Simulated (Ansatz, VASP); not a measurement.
Two plane-wave programs on GeBiO4

INCAR

```
  PREC = Accurate
  ENCUT = 600
  EDIFF = 1E-7
  ISMEAR = 0
  SIGMA = 0.1
  LREAL = F
  LASPH = T
  NELM = 60
  ALGO = Normal
  ISIF = 3
  LWAVE = F
  LCHARG = F
  GGA = PE
  IBRION = 2
  NSW = 90
  EDIFFG = -0.04
```

KPOINTS

```
regular mesh
0
Gamma
  6 6 4
```

File POSCAR:

```
GeBiO4
1.0
    3.4388794800      0.0000000000      0.0000000000
    0.0000000000      3.4388794800      0.0000000000
    0.0000000000      0.0000000000      5.9273812400
Ge Bi O
1 1 4
Direct
    0.5000000000      0.5000000000      0.5000000000
    0.0000000000      0.0000000000      0.0000000000
    0.5000000000      0.0000000000      0.0000000000
    0.0000000000      0.5000000000      0.0000000000
    0.0000000000      0.0000000000      0.2770000100
    0.0000000000      0.0000000000      0.7229999900
```

Input for Ansatz:

```yaml
crystal:
  lattice:
    - [3.43887948, 0.0, 0.0]
    - [0.0, 3.43887948, 0.0]
    - [0.0, 0.0, 5.92738124]
  atoms:
    - { symbol: Ge, position: [0.5, 0.5, 0.5] }
    - { symbol: Bi, position: [0.0, 0.0, 0.0] }
    - { symbol: O, position: [0.5, 0.0, 0.0] }
    - { symbol: O, position: [0.0, 0.5, 0.0] }
    - { symbol: O, position: [0.0, 0.0, 0.27700001] }
    - { symbol: O, position: [0.0, 0.0, 0.72299999] }
basis:
  ecutwfc: 420
kpoints:
  mp_grid: { grid: [6, 6, 4] }
hamiltonian:
  xc: pbe
scf:
  occupations: { method: gaussian, width: 0.1 }
  lower_state_search: "off"
output:
  forces: true
  stress: true
  eigenvalues: true
relax:
  adjacent_minimum: "off"
  f_tol: 0.04
  max_steps: 70
  cell: { stress_tol: 0.4 }
```

Change from the starting cell: species swapped into the RbAlF4 type (P4/mmm, No. 123).

Alike in both runs: task relaxation of cell and atoms; functional PBE; k mesh 6 × 6 × 4; occupations gaussian, width 0.1 eV; no spin polarisation.

```csv
,VASP,Ansatz
version,VASP 6.6.1,Ansatz 0.2.0
potentials or method,"VASP PAW PBE potentials, release 64 (Ge_d, Bi_d, O), cutoff 600 eV","scalar-relativistic, plane waves, PAW"
valence electrons in the cell,53,53
```

```csv
,VASP,Ansatz,Ansatz less VASP
"gap on the k mesh at the Fermi level, each at its own relaxed structure (eV)",none,none,-
relaxed volume (Å³/atom),17.21,16.88,-0.329
relaxed cell length with the largest relative difference (Å),4.052,4.007,-0.0450
```

A gap of «none» marks a metal or a gap that the smearing closes.

Spin-orbit coupling is off throughout. Noted on VASP's run: the volume moved by over 15 % at a fixed basis, so the end points are rough.
